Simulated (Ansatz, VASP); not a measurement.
**Two plane-wave programs on In3SbAs2**

The input INCAR:

```
  PREC = Accurate
  ENCUT = 520
  EDIFF = 1E-6
  ISMEAR = -1
  SIGMA = 0.02
  LREAL = F
  LASPH = T
  NELM = 60
  ALGO = Normal
  ISIF = 2
  LWAVE = F
  LCHARG = T
  GGA = PE
  LELF = T
  LVHAR = T
  NBANDS = 36
```

File KPOINTS:

```
Automatic mesh
0
Gamma
  8 8 8
```

The input POSCAR:

```
In3SbAs2
1.0
   -2.2142979450      2.2142979450      9.3801167319
    2.2142979450     -2.2142979450      9.3801167319
    2.2142979450      2.2142979450     -9.3801167319
As In Sb
2 3 1
Direct
    0.1706926286      0.1706926286      0.0000000000
    0.8293073714      0.8293073714      0.0000000000
    0.7500000000      0.2500000000      0.5000000000
    0.4088772153      0.9088772153      0.5000000000
    0.0911227847      0.5911227847      0.5000000000
    0.5000000000      0.5000000000      0.0000000000
```

Input for Ansatz:

```yaml
crystal:
  lattice:
    - [-2.214297945, 2.214297945, 9.3801167319]
    - [2.214297945, -2.214297945, 9.3801167319]
    - [2.214297945, 2.214297945, -9.3801167319]
  atoms:
    - { symbol: As, position: [0.1706926286, 0.1706926286, 0.0] }
    - { symbol: In, position: [0.75, 0.25, 0.5] }
    - { symbol: As, position: [0.8293073714, 0.8293073714, 0.0] }
    - { symbol: In, position: [0.4088772153, 0.9088772153, 0.5] }
    - { symbol: Sb, position: [0.5, 0.5, 0.0] }
    - { symbol: In, position: [0.0911227847, 0.5911227847, 0.5] }
kpoints:
  mp_grid: { grid: [8, 8, 8] }
  band_path:
    path:
      - [[0.0, 0.0, 0.0], [1.270855911228e-17, -1.270855911228e-17, 0.5], [0.25, 0.25, 0.25], [-1.207441403783e-17, 0.5, 1.207441403783e-17], [0.0, 0.0, 0.0], [0.5, 0.5, -0.5], [0.2639314280577, 0.7360685719423, -0.2639314280577]]
      - [[-0.2639314280577, 0.2639314280577, 0.2639314280577], [0.0, 0.0, 0.0]]
      - [[1.270855911228e-17, -1.270855911228e-17, 0.5], [-0.0278628561154, 0.0278628561154, 0.5]]
      - [[0.5, 0.5, -0.0278628561154], [0.5, 0.5, -0.5]]
    npoints: 10
hamiltonian:
  xc: pbe
scf:
  occupations: { method: fermi_dirac, width: 0.02 }
  n_extra_bands: 5
output:
  forces: true
  stress: true
  eigenvalues: true
  write_density: true
  write_potential: true
  elf: true
  volumetric_format: npy
```

Alike in both runs: task single point; functional PBE; k mesh 8 × 8 × 8; occupations fermi-dirac, width 0.02 eV; no spin polarisation.

```csv
,VASP,Ansatz
version,VASP 6.6.1,Ansatz 0.2.0
potentials or method,"VASP PAW PBE potentials, release 64 (As, In_d, Sb)","plane waves, PAW"
plane-wave cutoff (eV),520,420
valence electrons in the cell,54,84
```

VASP gave:

* pressure (GPa): 1.8
* rms of the force components (eV/Å): 0.004

Task: Estimate Ansatz's values.

Result: Pressure (GPa): 1.8; rms of the force components (eV/Å): 0.003.

VASP's potentials hold 54 valence electrons a cell and Ansatz's 84, so a difference there can come from the potentials and not from the codes.

Neither program's run includes spin-orbit coupling.
